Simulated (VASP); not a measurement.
**NiO: single point with PBE**

The system is NiO.

```
CELL_PARAMETERS angstrom
0.00000 2.06672 2.06672
2.06672 0.00000 2.06672
2.06672 2.06672 0.00000
ATOMIC_POSITIONS crystal
Ni 0.00000 0.00000 0.00000
O 0.50000 0.50000 0.50000
```

```yaml
Program: VASP 6.6.1
Task: single point
Functional: PBE
Potentials_or_basis: VASP PAW PBE potentials, release 64 (Ni, O)
Cutoff: 520 eV
k_mesh: 19 × 19 × 19
Occupations: fermi-dirac, width 0.05 eV
Spin: collinear spin, ferromagnetic start
Starting_moments: "[2.0, 0.0] μB"
Dipole_correction: no
Further_INCAR_settings: ALGO = Normal; EDIFF = 1e-06; NBANDS = 19
```

The pressure is 10.7 GPa. The net moment is 1.60 μB per cell. The site moments are Ni +1.32; O +0.23 μB and the valence electrons inside the program's atomic spheres are Ni 9.05; O 4.99.

Levels at points of the mesh, in eV from the Fermi level:
Spin up:
```csv
k point,band 6,band 7,band 8,band 9,band 10,band 11,band 12,band 13
"(0.00, 0.00, 0.00)",-3.09,-2.70,-2.70,-2.70,1.66,17.90,19.13,19.13
```
Spin down:
```csv
k point,band 5,band 6,band 7,band 8,band 9,band 10
"(0.00, 0.00, 0.00)",-1.95,-1.95,-1.95,-0.77,-0.77,1.98
```

Run time: 76 s on 1 thread of AMD EPYC 9R45 (Zen 5), on a shared host, peak memory 0.21 GiB.

Caveat: the cell stands under pressure; a cell with one magnetic atom can't hold antiferromagnetic order, which such compounds often take; semilocal functionals often make such compounds metallic where correlation or magnetic order opens a gap, which also shifts bond lengths. With open d or f shells a metallic result of PBE can be an artefact of self-interaction; +U or a hybrid may open a gap.
